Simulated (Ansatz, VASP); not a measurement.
# Two plane-wave programs on Au

```
Au
1.0
     0.00000    2.10686    1.98413
     2.10686    0.00000    1.98413
     2.10686    2.10686    0.00000
Au
1
Cartesian
  0.0000 0.0000 0.0000
```

Change from the starting cell: strain +0.030 along x and y, -0.030 along z, atoms carried along.

Alike in both runs: task single point; functional PBEsol; k mesh 20 × 20 × 20; occupations gaussian, width 0.15 eV; no spin polarisation.

|  | VASP | Ansatz |
| --- | --- | --- |
| version | VASP 6.6.1 | Ansatz 0.2.0 |
| potentials or method | VASP PAW PBE potentials, release 64 (Au), cutoff 520 eV | scalar-relativistic, plane waves, PAW |
| valence electrons in the cell | 11 | 19 |

|  | VASP | Ansatz | Ansatz less VASP |
| --- | --- | --- | --- |
| gap on the k mesh at the Fermi level (eV) | none | none | - |
| pressure (GPa) | -5.5 | -5.3 | +0.20 |
| traceless stress, the component that is largest in VASP (GPa) | 0.92 | 0.91 | -0.010 |

VASP's potentials were made for PBE, not for PBEsol. A gap of «none» marks a metal or a gap that the smearing closes. The functional is the same, so the differences come from potentials, cutoffs and numerics. VASP's potentials hold 11 valence electrons a cell and Ansatz's 19, so a difference there can come from the potentials and not from the codes.

Spin-orbit coupling is off throughout.
